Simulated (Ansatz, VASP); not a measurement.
**Hf4Ta: VASP beside Ansatz**

File INCAR:

```
SYSTEM = Hf4Ta
  PREC = Accurate
  ENCUT = 520
  EDIFF = 1E-7
  ISMEAR = 0
  SIGMA = 0.1
  LREAL = .FALSE.
  LASPH = .TRUE.
  NELM = 80
  ALGO = Normal
  ISIF = 2
  LWAVE = .FALSE.
  LCHARG = .TRUE.
  GGA = PE
  LELF = .TRUE.
  LVHAR = .TRUE.
  NBANDS = 34
```

The input KPOINTS:

```
Automatic mesh
0
G
  4 4 4
  0 0 0
```

The input POSCAR:

```
Hf4Ta
1.0
   -3.1059890400      3.1059890400      3.1059890400
    3.1059890400     -3.1059890400      3.1059890400
    3.1059890400      3.1059890400     -3.1059890400
Hf Ta
4 1
Direct
    0.3495999900      0.3495999900      0.3495999900
    0.6504000100      0.0000000000      0.0000000000
    0.0000000000      0.0000000000      0.6504000100
    0.0000000000      0.6504000100      0.0000000000
    0.0000000000      0.0000000000      0.0000000000
```

Input for Ansatz:

```yaml
crystal:
  lattice:
    - [-3.10598904, 3.10598904, 3.10598904]
    - [3.10598904, -3.10598904, 3.10598904]
    - [3.10598904, 3.10598904, -3.10598904]
  atoms:
    - { symbol: Hf, position: [0.34959999, 0.34959999, 0.34959999] }
    - { symbol: Hf, position: [0.65040001, 0.0, 0.0] }
    - { symbol: Hf, position: [0.0, 0.0, 0.65040001] }
    - { symbol: Hf, position: [0.0, 0.65040001, 0.0] }
    - { symbol: Ta, position: [0.0, 0.0, 0.0] }
basis:
  ecutwfc: 420
kpoints:
  mp_grid: { grid: [4, 4, 4] }
hamiltonian:
  xc: pbe
scf:
  occupations: { method: gaussian, width: 0.1 }
  lower_state_search: "off"
output:
  forces: true
  stress: true
  eigenvalues: true
```

Change from the starting cell: species swapped into the GeF4 type (I-43m, No. 217).

Alike in both runs: task single point; functional PBE; k mesh 4 × 4 × 4; occupations gaussian, width 0.1 eV; no spin polarisation.

```csv
,VASP,Ansatz
version,VASP 6.6.1,Ansatz 0.2.0
potentials or method,"VASP PAW PBE potentials, release 64 (Hf_pv, Ta_pv), cutoff 520 eV","scalar-relativistic, plane waves, PAW"
valence electrons in the cell,51,117
```

VASP gave:

```
gap on the k mesh at the Fermi level (eV) : none
rms of the force components (eV/Å)        : 12.315
```

Estimate Ansatz's values.

gap on the k mesh at the Fermi level (eV): none; rms of the force components (eV/Å): 12.559.

Atom by atom the forces differ by 0.244 eV/Å (rms over components). A gap of «none» marks a metal or a gap that the smearing closes. The functional is the same, so the differences come from potentials, cutoffs and numerics. VASP's potentials hold 51 valence electrons a cell and Ansatz's 117, so a difference there can come from the potentials and not from the codes.

Neither program's run includes spin-orbit coupling.
